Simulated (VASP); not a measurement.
# K8Mg7CdF24 (a cell with a defect) in VASP: single point with PBEsol

Aim: the single point of K8Mg7CdF24 (a cell with a defect) with PBEsol.

All numbers are computed with VASP 6.6.1; they aren't measurements. Logs are shortened: lines on timing, memory, paths and dates and some standing lists are left out, and cuts for length are marked.

## Step 1: The cell of the first run

The cell holds a defect, 40 atoms: a = 7.983 Å, b = 7.983 Å, c = 7.983 Å, α = 90.00°, β = 90.00°, γ = 90.00°.

## Step 2: Single point, PBEsol, collinear spin

The input, INCAR:

```
  PREC = Accurate
  ENCUT = 520
  EDIFF = 1E-6
  ISMEAR = -1
  SIGMA = 0.05
  LREAL = Auto
  LASPH = T
  NELM = 150
  ALGO = Normal
  ISIF = 2
  LWAVE = F
  LCHARG = F
  ISPIN = 2
  MAGMOM = 0 0 0 0 0 0 0 0 0.143 0 0 0 0 0 0 0 0.143 0.143 0 0 0 0 0 0 0.143 0 0 0 0.143 0 0 0 0.143 0 0.143 0 0 0 0 0
  LORBIT = 11
  GGA = PS
  NELECT = 267.0
  ISYM = 0
  NBANDS = 163
```

The input, KPOINTS:

```
Automatic mesh
0
Gamma
  1 1 1
  0.25 0.25 0.25
```

The input, POSCAR:

```
K8Mg7CdF24
1.0
    7.9825440000      0.0000000000      0.0000000000
    0.0000000000      7.9825440000      0.0000000000
    0.0000000000      0.0000000000      7.9825440000
K Cd Mg F
8 1 7 24
Direct
    0.9929450000      0.0028900000      0.9959380000
    0.9977670000      0.9981880000      0.5066640000
    0.9928830000      0.5021900000      0.9984090000
    0.0113920000      0.4884050000      0.4883990000
    0.5130970000      0.9870460000      0.9870820000
    0.4971550000      0.9962350000      0.5067930000
    0.5035430000      0.5068510000      0.0023690000
    0.5016110000      0.5070090000      0.5021270000
    0.2783860000      0.2217340000      0.2216660000
    0.2494680000      0.2553890000      0.7420130000
    0.2445530000      0.7421070000      0.2503220000
    0.2491890000      0.7507090000      0.7486380000
    0.7578500000      0.2504410000      0.2552300000
    0.7511990000      0.2507560000      0.7505290000
    0.7492160000      0.7487000000      0.2506360000
    0.7518670000      0.7480930000      0.7479570000
    0.2492500000      0.3278200000      0.9645780000
    0.2266910000      0.2279180000      0.5088430000
    0.2497390000      0.7346670000      0.9965600000
    0.2543130000      0.7684790000      0.5026750000
    0.7303690000      0.2459290000      0.0011120000
    0.7900110000      0.2507750000      0.5083770000
    0.7512480000      0.7520740000      0.9979350000
    0.7463690000      0.7493800000      0.5006440000
    0.9910920000      0.2729530000      0.2280640000
    0.9971010000      0.2458920000      0.7680390000
    0.9913770000      0.7099920000      0.2510430000
    0.9991880000      0.7534090000      0.7491180000
    0.5354030000      0.2506840000      0.3278900000
    0.5031980000      0.2500660000      0.7348590000
    0.4986300000      0.7696110000      0.2457640000
    0.5019030000      0.7488470000      0.7520440000
    0.1720300000      0.9645980000      0.2497830000
    0.2540800000      0.0013120000      0.7696140000
    0.2717940000      0.5089580000      0.2730690000
    0.2490970000      0.5085310000      0.7097950000
    0.7650160000      0.9967010000      0.2497790000
    0.7478750000      0.9980530000      0.7487700000
    0.7317250000      0.5027730000      0.2456090000
    0.7506560000      0.5007830000      0.7531950000
```

Potentials or basis: VASP PAW PBE potentials, release 64 (K_sv, Cd, Mg, F).

Launch:

```sh
> cat potpaw_PBE.64/K_sv/POTCAR potpaw_PBE.64/Cd/POTCAR potpaw_PBE.64/Mg/POTCAR potpaw_PBE.64/F/POTCAR > POTCAR
> mpirun -np 1 vasp_std > vasp.out
```

OUTCAR:

```text
PREC = Accurate
   ENCUT = 520
   EDIFF = 1E-6
   ISMEAR = -1
   LREAL = Auto
   LASPH = T
   NELM = 150
   ISIF = 2
   ISPIN = 2
   LORBIT = 11
   GGA = PS
   NELECT = 267.0
   ISYM = 0

 ion  position               nearest neighbor table
   1  0.993  0.003  0.996-  33 2.50  26 2.66  37 2.72  34 2.76  38 2.78  23 2.78  28 2.80  25 2.84
                            21 2.86  14 3.39   9 3.39  13 3.42  16 3.43  15 3.47  12 3.48  10 3.52
   2  0.998  0.998  0.507-  33 2.49  18 2.59  22 2.61  20 2.75  28 2.75  37 2.77  38 2.78  24 2.82
                            16 3.40  12 3.41  14 3.42  13 3.43  10 3.43  15 3.48  11 3.50   9 3.66
   3  0.993  0.502  0.998-  17 2.49  25 2.59  27 2.61  26 2.75  40 2.75  19 2.77  23 2.77  28 2.83
                            16 3.40  14 3.42  15 3.42  11 3.43  13 3.43  12 3.48  10 3.50   9 3.66
   4  0.011  0.488  0.488-  27 2.60  22 2.60  36 2.60  35 2.70  25 2.70  18 2.70  13 3.34  10 3.34
                            11 3.34  14 3.51  15 3.51  12 3.51  16 3.59   9 3.69
   5  0.513  0.987  0.987-  38 2.67  23 2.67  32 2.67  31 2.70  21 2.70  34 2.70   9 3.24  16 3.30
                            15 3.41  14 3.41  12 3.41  13 3.58  11 3.58  10 3.58
   6  0.497  0.996  0.507-  29 2.50  20 2.66  30 2.72  31 2.76  32 2.78  38 2.78  24 2.80  18 2.84
                            34 2.86   9 3.39  12 3.39  10 3.42  16 3.43  14 3.47  15 3.48  11 3.52
   7  0.504  0.507  0.002-  17 2.50  39 2.66  19 2.72  21 2.76  32 2.78  23 2.78  40 2.80  35 2.84
                             9 3.39  15 3.39  11 3.42  16 3.43  12 3.47  14 3.48  13 3.52  10 3.53
   8  0.502  0.507  0.502-  29 2.49  35 2.59  36 2.61  24 2.75  39 2.75  30 2.77  32 2.78  40 2.82
                            16 3.40  15 3.41  12 3.42  10 3.43  11 3.43  14 3.48  13 3.50   9 3.66
   9  0.278  0.222  0.222-  29 2.23  17 2.23  33 2.23  18 2.33  35 2.33  25 2.33   5 3.24   6 3.39
[... 25 lines left out ...]
  27  0.991  0.710  0.251-  15 1.96  11 2.04   4 2.60   3 2.61
  28  0.999  0.753  0.749-  16 1.97  12 2.00   2 2.75   1 2.80   3 2.83
  29  0.535  0.251  0.328-  13 1.87   9 2.23   8 2.49   6 2.50
  30  0.503  0.250  0.735-  14 1.98  10 2.03   6 2.72   8 2.77
  31  0.499  0.770  0.246-  15 2.01  11 2.04   5 2.70   6 2.76
  32  0.502  0.749  0.752-  16 2.00  12 2.02   5 2.67   8 2.78   7 2.78   6 2.78
  33  0.172  0.965  0.250-  11 1.87   9 2.23   2 2.49   1 2.50
  34  0.254  0.001  0.770-  12 2.01  10 2.04   5 2.70   1 2.76   6 2.86
  35  0.272  0.509  0.273-  11 1.88   9 2.33   8 2.59   4 2.70   7 2.84
  36  0.249  0.509  0.710-  12 1.96  10 2.04   4 2.60   8 2.61
  37  0.765  0.997  0.250-  15 1.98  13 2.03   1 2.72   2 2.77
  38  0.748  0.998  0.749-  16 2.00  14 2.02   5 2.67   2 2.78   1 2.78   6 2.78
  39  0.732  0.503  0.246-  15 1.97  13 2.03   7 2.66   8 2.75
  40  0.751  0.501  0.753-  16 1.97  14 2.00   3 2.75   7 2.80   8 2.82

IMPORTANT INFORMATION: All symmetrisations will be switched off!
NOSYMM: (Re-)initialisation of all symmetry stuff for point group C_1.

----------------------------------------------------------------------------------------

                                     Primitive cell

  volume of cell :     508.6558

  direct lattice vectors                    reciprocal lattice vectors
     7.982544000  0.000000000  0.000000000     0.125273346  0.000000000  0.000000000
     0.000000000  7.982544000  0.000000000     0.000000000  0.125273346  0.000000000
     0.000000000  0.000000000  7.982544000     0.000000000  0.000000000  0.125273346

  length of vectors
     7.982544000  7.982544000  7.982544000     0.125273346  0.125273346  0.125273346

  position of ions in fractional coordinates (direct lattice)
     0.992945000  0.002890000  0.995938000
     0.997767000  0.998188000  0.506664000
     0.992883000  0.502190000  0.998409000
     0.011392000  0.488405000  0.488399000
     0.513097000  0.987046000  0.987082000
     0.497155000  0.996235000  0.506793000
[... 32 lines left out ...]
     0.731725000  0.502773000  0.245609000
     0.750656000  0.500783000  0.753195000

  ion indices of the primitive-cell ions
   primitive index   ion index
                 1           1
                 2           2
                 3           3
                 4           4
                 5           5
                 6           6
[... 32 lines left out ...]
                39          39
                40          40

----------------------------------------------------------------------------------------

 KPOINTS: Automatic mesh

Automatic generation of k-mesh.
 Grid dimensions read from file:
 generate k-points for:    1    1    1

 Generating k-lattice:

  Cartesian coordinates                     Fractional coordinates (reciprocal lattice)
     0.125273346  0.000000000  0.000000000     1.000000000  0.000000000  0.000000000
     0.000000000  0.125273346  0.000000000     0.000000000  1.000000000  0.000000000
[... 32 lines left out ...]
   LNONCOLLINEAR =      F non collinear calculations
   LSORBIT =      F    spin-orbit coupling
   LASPH  =      T    aspherical Exc in radial PAW
   ENCUT  =  520.0 eV  38.22 Ry    6.18 a.u.  14.84 14.84 14.84*2*pi/ulx,y,z
   NELM   =    150;   NELMIN=  2; NELMDL= -5     # of ELM steps
   EDIFF  = 0.1E-05   stopping-criterion for ELM
   LREAL  =      T    real-space projection
   EDIFFG = 0.1E-04   stopping-criterion for IOM
   NSW    =      0    number of steps for IOM
   IBRION =     -1    ionic relax: 0-MD 1-quasi-New 2-CG
   NFREE  =      0    steps in history (QN), initial steepest desc. (CG)
   ISIF   =      2    stress and relaxation
   ISYM   =      0    0-nonsym 1-usesym 2-fastsym
   POTIM  = 0.5000    time-step for ionic-motion
   TEBEG  =    0.0;   TEEND  =   0.0 temperature during run
   PSTRESS=    0.0 pullay stress
   NELECT =     267.0000    total number of electrons
   NUPDOWN=      -1.0000    fix difference up-down
   EMIN   =  10.00;   EMAX   =-10.00  energy-range for DOS
   EFERMI =   0.00;   METHOD = LEGACY
   ISMEAR =    -1;   SIGMA  =   0.05  broadening in eV -4-tet -1-fermi 0-gaus
   EFERMI_NEDOS =   21; number of points for ismear=-14 and -15
   IALGO  =     38    algorithm
   IMIX   =      4    mixing-type and parameters
     AMIX     =   0.40;   BMIX     =  1.00
     AMIX_MAG =   1.60;   BMIX_MAG =  1.00
  volume/ion in A,a.u.               =      12.72        85.81
  Fermi-wavevector in a.u.,A,eV,Ry     =   1.320598  2.495568 23.728272  1.743979
  Thomas-Fermi vector in A             =   2.450412
   LORBIT       =     11    0 simple, 1 ext, 2 COOP (PROOUT), +10 PAW based schemes
   GGA     = PS    functional components
   LHFCALC =     F    Hartree Fock is set to
   AEXX    =    0.0000 exact exchange contribution
   IVDW    =     0    specifies the selected vdW correction
   LEPSILON=     F    determine dielectric tensor
   LRPA    =     F    only Hartree local field effects (RPA)
 spin polarized calculation
  energy-cutoff  :      520.00
  volume of cell :      508.66
 maximum number of plane-waves:     13679
   NGX = 29   NGY = 29   NGZ = 29

 number of electron     266.9999930 magnetization       0.9970777

 Free energy of the ion-electron system (eV)
  ---------------------------------------------------
  ext. energy  EPLUGINS =         0.00000000
  ---------------------------------------------------
  free energy    TOTEN  =      -191.53238803 eV

  energy without entropy =     -191.53122345  energy(sigma->0) =     -191.53180574

 E-fermi :   4.4351     XC(G=0): -10.0829

 val. band max:        4.1122152346   @ k =   0.2500  -0.2500   0.2500
 cond. band min:       4.7581070201   @ k =  -0.2500   0.2500   0.2500
 fundamental gap:      0.6458917855
 Fermi energy:         4.4351413749

 spin component 1

 k-point     1 :       0.2500    0.2500    0.2500
  band No.  band energies     occupation
      1     -27.3394      1.00000
      2     -27.2224      1.00000
      3     -27.2202      1.00000
      4     -27.2168      1.00000
      5     -27.0238      1.00000
      6     -26.9930      1.00000
[... 581 lines left out ...]
    144       8.7843      0.00000
    145       8.8440      0.00000
 Fermi energy:         4.4351413749

 spin component 2

 k-point     1 :       0.2500    0.2500    0.2500
  band No.  band energies     occupation
      1     -27.3122      1.00000
      2     -27.2167      1.00000
      3     -27.2147      1.00000
      4     -27.2114      1.00000
      5     -27.0230      1.00000
      6     -26.9916      1.00000
[... 581 lines left out ...]
    144       8.8092      0.00000
    145       8.9042      0.00000
 [bands above 145 left out]

------------------------ aborting loop because EDIFF is reached ----------------------------------------

  FORCE on cell =-STRESS in cart. coord.  units (eV):
  Direction    XX          YY          ZZ          XY          YZ          ZX
  --------------------------------------------------------------------------------------
  -------------------------------------------------------------------------------------
  Total       18.3846228     18.3712697     18.3499472      2.0291454     -2.0180339      2.0339567
  in kB       57.9083702     57.8663105     57.7991483      6.3914558     -6.3564565      6.4066104
  external PRESSURE =      57.8579430 kB  Pullay stress =       0.0000000 kB

 VOLUME and BASIS-vectors are now :
 -----------------------------------------------------------------------------
  energy-cutoff  :      520.00
  volume of cell :      508.66
      direct lattice vectors                 reciprocal lattice vectors
     7.982544000  0.000000000  0.000000000     0.125273346  0.000000000  0.000000000
     0.000000000  7.982544000  0.000000000     0.000000000  0.125273346  0.000000000
     0.000000000  0.000000000  7.982544000     0.000000000  0.000000000  0.125273346

 POSITION                                       TOTAL-FORCE (eV/Angst)
 -----------------------------------------------------------------------------------
      7.92623      0.02307      7.95012         0.001655     -0.001677     -0.006701
      7.96472      7.96808      4.04447        -0.012450     -0.009418      0.005038
      7.92573      4.00875      7.96984        -0.007491      0.012910     -0.013013
      0.09094      3.89871      3.89867        -0.006157      0.008453      0.009880
      4.09582      7.87914      7.87943        -0.013240      0.008960      0.007530
      3.96856      7.95249      4.04550         0.003013     -0.006723      0.001433
[... 32 lines left out ...]
      5.84103      4.01341      1.96058         0.008774      0.000388     -0.000743
      5.99214      3.99752      6.01241        -0.001811     -0.002479     -0.005863
 -----------------------------------------------------------------------------------
    total drift:                               -0.011989      0.020759      0.021191

  FREE ENERGIE OF THE ION-ELECTRON SYSTEM (eV)
  ---------------------------------------------------
  free  energy   TOTEN  =      -191.5323880277 eV

  energy  without entropy=     -191.5312234495  energy(sigma->0) =     -191.53180574

 total charge

# of ion       s       p       d       tot
------------------------------------------
    1        1.959   5.583   0.036   7.578
    2        1.958   5.586   0.038   7.583
    3        1.958   5.586   0.038   7.583
    4        1.958   5.585   0.036   7.578
    5        1.964   5.580   0.040   7.584
    6        1.959   5.583   0.036   7.577
[... 32 lines left out ...]
   39        1.729   4.400   0.000   6.129
   40        1.728   4.400   0.000   6.128
--------------------------------------------------
tot         58.623 151.583  10.534 220.740

 magnetization (x)

# of ion       s       p       d       tot
------------------------------------------
    1        0.002   0.001   0.001   0.005
    2        0.001   0.000   0.000   0.001
    3        0.001   0.000   0.000   0.001
    4        0.000   0.000   0.000   0.001
    5        0.009   0.007   0.009   0.025
    6        0.002   0.001   0.002   0.005
[... 32 lines left out ...]
   39        0.000   0.001   0.000   0.001
   40        0.000   0.000   0.000   0.000
--------------------------------------------------
tot          0.309   0.201   0.014   0.524
```

It took 32 min on 1 thread of Intel Xeon 8259CL, shared host; peak memory 0.92 GiB.

What came out:

```yaml
Free_energy: -191.5324 eV
Largest_force: 0.092 eV/Å
Net_moment: 1.00 μB per cell
Site_moments: K +0.01, +0.00, +0.03 (each value once); Cd +0.26; Mg +0.00; F +0.05, +0.01, +0.00 (each value once) μB
Valence_electrons_inside_the_program's_atomic_spheres: K 7.58; Cd 10.32; Mg 0.41, 0.38 (each value once); F 6.13, 6.12 (each value once)
```

Forces on the atoms (eV/Å):
```
K    0.002 -0.002 -0.007
K   -0.012 -0.009  0.005
K   -0.007  0.013 -0.013
K   -0.006  0.008  0.010
K   -0.013  0.009  0.008
K    0.003 -0.007  0.001
K    0.016 -0.001  0.005
K    0.011  0.010  0.011
Cd  -0.006  0.001  0.003
Mg  -0.003  0.005  0.003
Mg  -0.007  0.005  0.000
Mg  -0.003 -0.004 -0.003
Mg  -0.001  0.001  0.006
Mg   0.003  0.002 -0.007
Mg   0.006 -0.001  0.002
Mg   0.005 -0.004 -0.004
F   -0.001 -0.001 -0.092
F    0.011  0.007  0.048
F    0.005  0.008  0.006
F   -0.004 -0.010 -0.002
F    0.005  0.003  0.008
F   -0.021 -0.002  0.002
F   -0.004 -0.003  0.003
F    0.006 -0.001 -0.001
F   -0.053 -0.007  0.005
F    0.003  0.001 -0.007
F    0.000  0.021 -0.001
F    0.002 -0.005 -0.002
F    0.087 -0.002  0.001
F   -0.004 -0.002  0.005
F   -0.006 -0.005  0.000
F   -0.004  0.002 -0.001
F    0.001 -0.087  0.007
F   -0.003  0.005 -0.004
F   -0.007  0.048 -0.008
F    0.003  0.001  0.020
F   -0.008  0.003  0.000
F    0.000  0.004  0.000
F    0.009  0.000 -0.001
F   -0.002 -0.002 -0.006
```

Caveat: the cell carries a net charge on a neutralising background, which shifts energy and pressure; the cell is charged against a uniform background, so pressure and absolute levels hang on convention; the PAW data sets were made with another functional, which shifts forces and pressure a little.
